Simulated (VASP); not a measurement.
A run of VASP 6.6.1 is set up as follows.

INCAR

```
SYSTEM = BAs
ALGO = Normal ; EDIFF = 1E-8
ENCUT = 520 ; GGA = PS
IBRION = 8 ; ISIF = 2
ISMEAR = 0 ; LASPH = .TRUE.
LCHARG = .FALSE. ; LEPSILON = .TRUE.
LREAL = .FALSE. ; LWAVE = .FALSE.
NBANDS = 11 ; NELM = 100
NSW = 1 ; PREC = Accurate
SIGMA = 0.01
```

Contents of KPOINTS:

```
k-points
0
G
  10 10 10
  0 0 0
```

Contents of POSCAR:

```
BAs
1.0
    0.0000000000      2.2955919274      2.2955919274
    2.2955919274      0.0000000000      2.2955919274
    2.2955919274      2.2955919274      0.0000000000
B As
1 1
Direct
    0.0000000000      0.0000000000      0.0000000000
    0.7500000000      0.7500000000      0.7500000000
```

Potentials or basis: VASP PAW PBE potentials, release 64 (B, As).

Command:

```sh
$ cat potpaw_PBE.64/B/POTCAR potpaw_PBE.64/As/POTCAR > POTCAR
$ mpirun -np 1 vasp_std > vasp.out
```

Estimate the electronic dielectric tensor (diagonal).

9.59.

Predict the Born charges (mean of the diagonal).

B -0.86; As +0.86 e.

Predict the highest phonon frequency at Γ, LO-TO splitting left out.

780 cm⁻¹.

Phonon frequencies in cm⁻¹ (negative: imaginary):
| q point | frequencies |
| --- | --- |
| (0.000, 0.000, 0.000) | 0 0 0 780 780 780 |

Caveat: the cell wasn't relaxed at this level first, which shifts response properties.
